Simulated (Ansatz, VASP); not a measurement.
## Pb: VASP beside Ansatz

```
CELL_PARAMETERS angstrom
3.49282 0.00000 0.00000
-1.74641 3.02487 0.00000
0.00000 0.00000 23.55564
ATOMIC_POSITIONS crystal
Pb 0.66667 0.33333 0.31840
Pb 0.33333 0.66667 0.43947
Pb 0.00000 0.00000 0.56053
Pb 0.66667 0.33333 0.68160
```

Alike in both runs: task single point; functional PBE; k mesh 9 × 9 × 1; occupations fermi-dirac, width 0.05 eV; no spin polarisation.

|  | VASP | Ansatz |
| --- | --- | --- |
| version | VASP 6.6.1 | Ansatz 0.2.0 |
| potentials or method | VASP PAW PBE potentials, release 64 (Pb_d), cutoff 520 eV | all-electron LAPW, scalar-relativistic |

VASP gave:

- gap on the k mesh at the Fermi level (eV): none
- rms of the force components (eV/Å): 0.128

Question: Which values does Ansatz return?

Answer: gap on the k mesh at the Fermi level (eV): none; rms of the force components (eV/Å): 0.129.

Atom by atom the forces differ by 0.001 eV/Å (rms over components). A gap of «none» marks a metal or a gap that the smearing closes. Ansatz ran all-electron here, and VASP with PAW potentials.

Neither program's run includes spin-orbit coupling.
